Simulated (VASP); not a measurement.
Wanted: the native input for a VASP 6.6.1 run.

- Task: single point
- Functional: PBE
- Potentials or basis: VASP PAW PBE potentials, release 64 (Sc_sv, Te)
- Cutoff: 520 eV
- k mesh: 4 × 4 × 4
- Occupations: gaussian, width 0.1 eV
- Spin: no spin polarisation
- Dipole correction: no
- Further INCAR settings: ALGO = Normal; EDIFF = 1e-06; NBANDS = 28

The structure of Sc3Te lies in POSCAR:

```
Sc3Te
1.0
    0.0000000000      3.5682048700      3.5682048700
    3.5682048700      0.0000000000      3.5682048700
    3.5682048700      3.5682048700      0.0000000000
Sc Te
3 1
Direct
    0.2500000000      0.2500000000      0.2500000000
    0.7500000000      0.7500000000      0.7500000000
    0.5000000000      0.5000000000      0.5000000000
    0.0000000000      0.0000000000      0.0000000000
```

The input as run:

INCAR

```
SYSTEM = Sc3Te
PREC = Accurate
ENCUT = 520
EDIFF = 1E-6
ISMEAR = 0
SIGMA = 0.1
LREAL = .False.
LASPH = .True.
NELM = 100
ALGO = Normal
ISIF = 2
LWAVE = .False.
LCHARG = .True.
GGA = PE
LELF = .True.
LVHAR = .True.
NBANDS = 28
```

KPOINTS

```
Automatic mesh
0
Gamma
  4 4 4
  0 0 0
```

Potentials or basis: VASP PAW PBE potentials, release 64 (Sc_sv, Te).

Run with:

```sh
$ cat potpaw_PBE.64/Sc_sv/POTCAR potpaw_PBE.64/Te/POTCAR > POTCAR
$ mpirun -np 1 vasp_std > vasp.out
```

It gave:

```
Pressure : -0.1 GPa
```

Caveat: the k points lie up to 0.38 Å⁻¹ apart.

Wall time 23 s on 1 thread of Intel(R) Xeon(R) 6975P-C (Granite Rapids), with other jobs on the host, peak memory 0.23 GiB.
